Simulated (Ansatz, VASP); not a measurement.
Ge in VASP and in Ansatz

The input INCAR:

```
SYSTEM = Ge
  PREC = Accurate
  ENCUT = 520
  EDIFF = 1E-6
  ISMEAR = 0
  SIGMA = 0.15
  LREAL = .False.
  LASPH = .True.
  NELM = 100
  ALGO = Normal
  ISIF = 2
  LWAVE = .False.
  LCHARG = .True.
  GGA = PE
  LELF = .True.
  LVHAR = .True.
  NBANDS = 21
```

The input KPOINTS:

```
regular mesh
0
Gamma
  14 14 14
  0 0 0
```

The input POSCAR:

```
Ge
1.0
   -0.0576106954      2.8805347716      2.8229240762
    2.8805347716     -0.0576106954      2.8229240762
    2.8229240762      2.8229240762      0.0000000000
Ge
2
Direct
    0.5000000000      0.5000000000      0.5000000000
    0.7500000000      0.7500000000      0.7500000000
```

Input for Ansatz:

```yaml
crystal:
  lattice:
    - [-0.0576106954, 2.8805347716, 2.8229240762]
    - [2.8805347716, -0.0576106954, 2.8229240762]
    - [2.8229240762, 2.8229240762, 0.0]
  atoms:
    - { symbol: Ge, position: [0.5, 0.5, 0.5] }
    - { symbol: Ge, position: [0.75, 0.75, 0.75] }
basis:
  ecutwfc: 420
kpoints:
  mp_grid: { grid: [14, 14, 14] }
hamiltonian:
  xc: pbe
scf:
  occupations: { method: gaussian, width: 0.15 }
output:
  forces: true
  stress: true
  eigenvalues: true
```

Change from the starting cell: engineering shear strain xy -0.0400, normal strain along z -0.0200.

Alike in both runs: task single point; functional PBE; k mesh 14 × 14 × 14; occupations gaussian, width 0.15 eV; no spin polarisation.

|  | VASP | Ansatz |
| --- | --- | --- |
| version | VASP 6.6.1 | Ansatz 0.2.0 |
| potentials or method | VASP PAW PBE potentials, release 64 (Ge_d), cutoff 520 eV | scalar-relativistic, plane waves, PAW |
| valence electrons in the cell | 28 | 28 |

```csv
,VASP,Ansatz,Ansatz less VASP
gap on the k mesh at the Fermi level (eV),none,none,-
pressure (GPa),1.4,1.4,+0.03
"traceless stress, the component that is largest in VASP (GPa)",3.05,3.05,+0.004
rms of the force components (eV/Å),0.189,0.190,+0.0011
```

Atom by atom the forces differ by 0.001 eV/Å (rms over components). A gap of «none» marks a metal or a gap that the smearing closes.
